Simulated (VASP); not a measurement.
A run of VASP 6.6.1:

File POSCAR:

```
Ir
1.0
    1.9413096666      1.9413096666      0.0000000000
   -1.9413096666      1.9413096666      0.0000000000
    0.0000000000      0.0000000000      3.8826193332
Ir
2
Direct
    0.0000000000      0.0000000000      0.0000000000
    0.5000000000      0.5000000000      0.5000000000
```

File INCAR.step1:

```
SYSTEM = Ir
ALGO = Normal ; EDIFF = 1E-4
ENCUT = 520 ; GGA = PE
ISMEAR = 0 ; LASPH = .True.
LCHARG = .False. ; LREAL = .False.
LWAVE = .True. ; NBANDS = 16
NELM = 100 ; PREC = Accurate
SIGMA = 0.1
```

The input INCAR.step2:

```
SYSTEM = Ir
ALGO = Normal ; EDIFF = 1E-6
ENCUT = 520 ; ISIF = 2
ISMEAR = 0 ; ISTART = 1
LASPH = .True. ; LCHARG = .False.
LMIXTAU = .True. ; LREAL = .False.
LWAVE = .False. ; METAGGA = R2SCAN
NBANDS = 16 ; NELM = 100
PREC = Accurate ; SIGMA = 0.1
```

KPOINTS

```
k-points
0
Gamma
  20 20 14
  0 0 0
```

Potentials or basis: VASP PAW PBE potentials, release 64 (Ir).

Launch:

```bash
$ cat potpaw_PBE.64/Ir/POTCAR > POTCAR
$ cp INCAR.step1 INCAR
$ mpirun -np 1 vasp_std > vasp.out
$ cp INCAR.step2 INCAR
$ mpirun -np 1 vasp_std > vasp.out
```

Hardware: 1 thread of AMD EPYC 9R45 96-Core Processor (Zen 5) (shared host).

Q: Estimate the wall time of this run.

A: It took 5.5 min on 1 thread of AMD EPYC 9R45 96-Core Processor (Zen 5), with other jobs on the host, peak memory 0.28 GiB. Counts: k points 528.
